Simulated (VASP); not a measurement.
# HfB2 (P6/mmm) in VASP: single point with PBE

Aim: the single point of HfB2 with PBE.

All numbers are computed with VASP 6.6.1; they aren't measurements. Logs are shortened: lines on timing, memory, paths and dates and some standing lists are left out, and cuts for length are marked.

### Step 1. The cell of the first run

The structure is hexagonal, space group P6/mmm (No. 191). Conventional cell: a = 3.181 Å, b = 3.181 Å, c = 3.526 Å, α = 90.00°, β = 90.00°, γ = 120.00°. Hf (site symmetry 6/mmm) has 12 B at 2.55 Å and 6 Hf at 3.18 Å within 3.4 Å. B (site symmetry -6m2) has 3 B at 1.84 Å within 2.4 Å.

### Step 2. Single point, PBE (volume scaled by 1.04)

Input file INCAR:

```
PREC = Accurate
ENCUT = 520
EDIFF = 1E-6
ISMEAR = -1
SIGMA = 0.05
LREAL = False
LASPH = True
NELM = 100
ALGO = Normal
ISIF = 2
LWAVE = False
LCHARG = True
GGA = PE
LELF = True
LVHAR = True
NBANDS = 15
```

Input file KPOINTS:

```
Automatic mesh
0
Gamma
  13 13 11
```

Input file POSCAR:

```
HfB2
1.0
    3.1813206298      0.0000000000      0.0000000000
   -1.5906603150      2.7551044830      0.0000000000
    0.0000000000      0.0000000000      3.5257947253
Hf B
1 2
Direct
    0.0000000000      0.0000000000      0.0000000000
    0.3333333333      0.6666666667      0.5000000000
    0.6666666667      0.3333333333      0.5000000000
```

Potentials or basis: VASP PAW PBE potentials, release 64 (Hf_pv, B).

Run with:

```sh
$ cat potpaw_PBE.64/Hf_pv/POTCAR potpaw_PBE.64/B/POTCAR > POTCAR
$ mpirun -np 1 vasp_std > vasp.out
```

OUTCAR:

```text
PREC = Accurate
   ENCUT = 520
   EDIFF = 1E-6
   ISMEAR = -1
   LREAL = False
   LASPH = True
   NELM = 100
   ISIF = 2
   GGA = PE

 ion  position               nearest neighbor table
   1  0.000  0.000  0.000-   2 2.55   3 2.55   2 2.55   3 2.55   3 2.55   3 2.55   2 2.55   2 2.55
                             3 2.55   3 2.55   2 2.55   2 2.55
   2  0.333  0.667  0.500-   3 1.84   3 1.84   3 1.84   1 2.55   1 2.55   1 2.55   1 2.55   1 2.55
                             1 2.55
   3  0.667  0.333  0.500-   2 1.84   2 1.84   2 1.84   1 2.55   1 2.55   1 2.55   1 2.55   1 2.55
                             1 2.55

  LATTYP: Found a hexagonal cell.
 ALAT       =     3.1813206298
 C/A-ratio  =     1.1082802193

  Lattice vectors:

 A1 = (   3.1813206298,   0.0000000000,   0.0000000000)
 A2 = (  -1.5906603150,   2.7551044830,   0.0000000000)
 A3 = (   0.0000000000,   0.0000000000,   3.5257947253)

Analysis of symmetry for initial positions (statically):
=====================================================================
 Subroutine PRICEL returns:
 Original cell was already a primitive cell.

 Routine SETGRP: Setting up the symmetry group for a
 hexagonal supercell.

 Subroutine GETGRP returns: Found 24 space group operations
 (whereof 24 operations were pure point group operations)
 out of a pool of 24 trial point group operations.

The static configuration has the point symmetry D_6h.

Analysis of symmetry for dynamics (positions and initial velocities):
=====================================================================
 Subroutine PRICEL returns:
 Original cell was already a primitive cell.

 Routine SETGRP: Setting up the symmetry group for a
 hexagonal supercell.

 Subroutine GETGRP returns: Found 24 space group operations
 (whereof 24 operations were pure point group operations)
 out of a pool of 24 trial point group operations.

The dynamic configuration has the point symmetry D_6h.

 Subroutine INISYM returns: Found 24 space group operations
 (whereof 24 operations are pure point group operations),
 and found     1 'primitive' translations

----------------------------------------------------------------------------------------

                                     Primitive cell

  volume of cell :      30.9031

  direct lattice vectors                    reciprocal lattice vectors
     3.181320630  0.000000000  0.000000000     0.314334868  0.181481321  0.000000000
    -1.590660315  2.755104483  0.000000000     0.000000000  0.362962641  0.000000000
     0.000000000  0.000000000  3.525794725     0.000000000  0.000000000  0.283623999

  length of vectors
     3.181320630  3.181320630  3.525794725     0.362962641  0.362962641  0.283623999

  position of ions in fractional coordinates (direct lattice)
     0.000000000  0.000000000  0.000000000
     0.333333333  0.666666667  0.500000000
     0.666666667  0.333333333  0.500000000

  ion indices of the primitive-cell ions
   primitive index   ion index
                 1           1
                 2           2
                 3           3

----------------------------------------------------------------------------------------

 KPOINTS: Automatic mesh

Automatic generation of k-mesh.
 Grid dimensions read from file:
 generate k-points for:   13   13   11

 Generating k-lattice:

  Cartesian coordinates                     Fractional coordinates (reciprocal lattice)
     0.024179605  0.013960102  0.000000000     0.076923077  0.000000000  0.000000000
     0.000000000  0.027920203  0.000000000     0.000000000  0.076923077  0.000000000
     0.000000000  0.000000000  0.025784000     0.000000000  0.000000000  0.090909091

  Length of vectors
     0.027920203  0.027920203  0.025784000

  Shift w.r.t. Gamma in fractional coordinates (k-lattice)
     0.000000000  0.000000000  0.000000000

 Subroutine IBZKPT returns following result:
 ===========================================

 Found    126 irreducible k-points:

 Following reciprocal coordinates:
            Coordinates               Weight
  0.000000  0.000000  0.000000      1.000000
  0.076923  0.000000  0.000000      6.000000
  0.153846  0.000000  0.000000      6.000000
  0.230769 -0.000000  0.000000      6.000000
  0.307692  0.000000  0.000000      6.000000
  0.384615  0.000000  0.000000      6.000000
[... 16 lines left out ...]
  0.076923  0.000000  0.090909     12.000000
  0.153846  0.000000  0.090909     12.000000
 [... further k-points ...]
   k-points           NKPTS =    126   k-points in BZ     NKDIM =    126   number of bands    NBANDS=     15
   number of dos      NEDOS =    301   number of ions     NIONS =      3
   total plane-waves  NPLWV =  16128
   dimension x,y,z NGX =    24 NGY =   24 NGZ =   28
   dimension x,y,z NGXF=    48 NGYF=   48 NGZF=   56
   ions per type =               1   2
   NGX,Y,Z   is equivalent  to a cutoff of  12.54, 12.54, 13.20 a.u.
   NGXF,Y,Z  is equivalent  to a cutoff of  25.08, 25.08, 26.40 a.u.
 SYSTEM =  unknown system
   PREC   = accura    normal or accurate (medium, high low for compatibility)
   ISTART =      0    job   : 0-new  1-cont  2-samecut
   ICHARG =      2    charge: 1-file 2-atom 10-const
   ISPIN  =      1    spin polarized calculation?
   LNONCOLLINEAR =      F non collinear calculations
   LSORBIT =      F    spin-orbit coupling
   LASPH  =      T    aspherical Exc in radial PAW
   ENCUT  =  520.0 eV  38.22 Ry    6.18 a.u.   5.92  5.92  6.56*2*pi/ulx,y,z
   NELM   =    100;   NELMIN=  2; NELMDL= -5     # of ELM steps
   EDIFF  = 0.1E-05   stopping-criterion for ELM
   LREAL  =      F    real-space projection
   EDIFFG = 0.1E-04   stopping-criterion for IOM
   NSW    =      0    number of steps for IOM
   IBRION =     -1    ionic relax: 0-MD 1-quasi-New 2-CG
   NFREE  =      0    steps in history (QN), initial steepest desc. (CG)
   ISIF   =      2    stress and relaxation
   ISYM   =      2    0-nonsym 1-usesym 2-fastsym
   POTIM  = 0.5000    time-step for ionic-motion
   TEBEG  =    0.0;   TEEND  =   0.0 temperature during run
   PSTRESS=    0.0 pullay stress
   NELECT =      16.0000    total number of electrons
   NUPDOWN=      -1.0000    fix difference up-down
   EMIN   =  10.00;   EMAX   =-10.00  energy-range for DOS
   EFERMI =   0.00;   METHOD = LEGACY
   ISMEAR =    -1;   SIGMA  =   0.05  broadening in eV -4-tet -1-fermi 0-gaus
   EFERMI_NEDOS =   21; number of points for ismear=-14 and -15
   IALGO  =     38    algorithm
   IMIX   =      4    mixing-type and parameters
     AMIX     =   0.40;   BMIX     =  1.00
     AMIX_MAG =   1.60;   BMIX_MAG =  1.00
  volume/ion in A,a.u.               =      10.30        69.51
  Fermi-wavevector in a.u.,A,eV,Ry     =   1.314561  2.484160 23.511818  1.728070
  Thomas-Fermi vector in A             =   2.444805
   LORBIT       =      0    0 simple, 1 ext, 2 COOP (PROOUT), +10 PAW based schemes
   GGA     = PE    functional components
   LHFCALC =     F    Hartree Fock is set to
   AEXX    =    0.0000 exact exchange contribution
   IVDW    =     0    specifies the selected vdW correction
   LEPSILON=     F    determine dielectric tensor
   LRPA    =     F    only Hartree local field effects (RPA)
 non-spin polarized calculation
  energy-cutoff  :      520.00
  volume of cell :       30.90
 maximum number of plane-waves:       848
 NGX is ok and might be reduce to    24
   NGX = 11   NGY = 11   NGZ = 13

 number of electron      16.0000000 magnetization

 Free energy of the ion-electron system (eV)
  ---------------------------------------------------
  ext. energy  EPLUGINS =         0.00000000
  ---------------------------------------------------
  free energy    TOTEN  =       -26.37412560 eV

  energy without entropy =      -26.37229333  energy(sigma->0) =      -26.37320946

 E-fermi :   7.4477     XC(G=0): -12.4135

 val. band max:        7.3977728947   @ k =   0.0769   0.0000   0.2727
 cond. band min:       7.4785852271   @ k =   0.3077   0.1538   0.0000
 fundamental gap:      0.0808123324
 Fermi energy:         7.4477391195

 k-point     1 :       0.0000    0.0000    0.0000
  band No.  band energies     occupation
      1     -23.3966      2.00000
      2     -22.9465      2.00000
      3     -22.9465      2.00000
      4      -6.1640      2.00000
      5       4.4567      2.00000
      6       4.5467      2.00000
      7       4.5467      2.00000
      8       4.5761      2.00000
      9      11.1952      0.00000
     10      11.1952      0.00000
     11      11.8154      0.00000
     12      11.8154      0.00000
     13      12.0663      0.00000
     14      12.1913      0.00000
     15      12.1913      0.00000

 k-point     2 :       0.0769    0.0000    0.0000
  band No.  band energies     occupation
      1     -23.3901      2.00000
      2     -22.9867      2.00000
      3     -22.9555      2.00000
      4      -6.0410      2.00000
      5       4.1788      2.00000
      6       4.4759      2.00000
      7       4.5352      2.00000
      8       4.5817      2.00000
      9      10.8554      0.00000
     10      11.1108      0.00000
     11      11.2253      0.00000
     12      11.3503      0.00000
     13      12.5331      0.00000
     14      12.8182      0.00000
     15      13.1434      0.00000

 k-point     3 :       0.1538    0.0000    0.0000
  band No.  band energies     occupation
      1     -23.3723      2.00000
      2     -23.0963      2.00000
      3     -22.9802      2.00000
      4      -5.6825      2.00000
      5       3.2827      2.00000
      6       4.2270      2.00000
      7       4.4837      2.00000
      8       4.8925      2.00000
      9       9.8285      0.00000
     10      10.8884      0.00000
     11      10.9072      0.00000
     12      11.5376      0.00000
     13      12.9920      0.00000
     14      13.8761      0.00000
     15      14.0842      0.00000
[... 343 lines left out ...]
 k-point    23 :       0.0769    0.0000    0.0909
  band No.  band energies     occupation
      1     -23.4089      2.00000
      2     -22.9852      2.00000
      3     -22.9541      2.00000
      4      -5.9205      2.00000
      5       3.4077      2.00000
      6       4.2463      2.00000
      7       4.5993      2.00000
      8       5.5818      2.00000
      9      10.1259      0.00000
     10      10.1320      0.00000
     11      11.5196      0.00000
     12      11.6965      0.00000
     13      12.6789      0.00000
     14      13.0817      0.00000
     15      13.5924      0.00000

 k-point    24 :       0.1538    0.0000    0.0909
  band No.  band energies     occupation
      1     -23.3907      2.00000
      2     -23.0945      2.00000
      3     -22.9787      2.00000
      4      -5.5700      2.00000
      5       3.2608      2.00000
      6       3.5594      2.00000
      7       4.5042      2.00000
      8       5.5183      2.00000
      9       9.5157      0.00000
     10       9.9615      0.00000
     11      11.7506      0.00000
     12      11.8953      0.00000
     13      12.6728      0.00000
     14      13.8984      0.00000
     15      14.3979      0.00000

 [... further k-points ...]
[... 5 lines left out ...]
  --------------------------------------------------------------------------------------
  -------------------------------------------------------------------------------------
  Total       -1.7043557     -1.7043557     -1.4419206      0.0000000     -0.0000000     -0.0000000
  in kB      -88.3625600    -88.3625600    -74.7565723      0.0000000     -0.0000000     -0.0000000
  external PRESSURE =     -83.8272308 kB  Pullay stress =       0.0000000 kB

 VOLUME and BASIS-vectors are now :
 -----------------------------------------------------------------------------
  energy-cutoff  :      520.00
  volume of cell :       30.90
      direct lattice vectors                 reciprocal lattice vectors
     3.181320630  0.000000000  0.000000000     0.314334868  0.181481321  0.000000000
    -1.590660315  2.755104483  0.000000000     0.000000000  0.362962641  0.000000000
     0.000000000  0.000000000  3.525794725     0.000000000  0.000000000  0.283623999

 POSITION                                       TOTAL-FORCE (eV/Angst)
 -----------------------------------------------------------------------------------
      0.00000      0.00000      0.00000         0.000000      0.000000      0.000000
     -0.00000      1.83674      1.76290        -0.000000     -0.000000      0.000000
      1.59066      0.91837      1.76290         0.000000      0.000000      0.000000
 -----------------------------------------------------------------------------------
    total drift:                               -0.000000      0.000000      0.000000

  FREE ENERGIE OF THE ION-ELECTRON SYSTEM (eV)
  ---------------------------------------------------
  free  energy   TOTEN  =       -26.3741255991 eV

  energy  without entropy=      -26.3722933307  energy(sigma->0) =      -26.37320946
```

Run time: 27 s. Hardware: 1 thread of Intel Xeon Platinum 8488C (Sapphire Rapids), shared host; peak memory 0.18 GiB.

Results:

* Free energy: -26.3741 eV
* Pressure: -8.4 GPa
* Band gap on the k mesh: zero (band 8 reaches 7.98 eV, above the bottom of band 9 at 7.00 eV)

Caveat: spin-orbit coupling is left out, which moves the levels of the heavy elements.
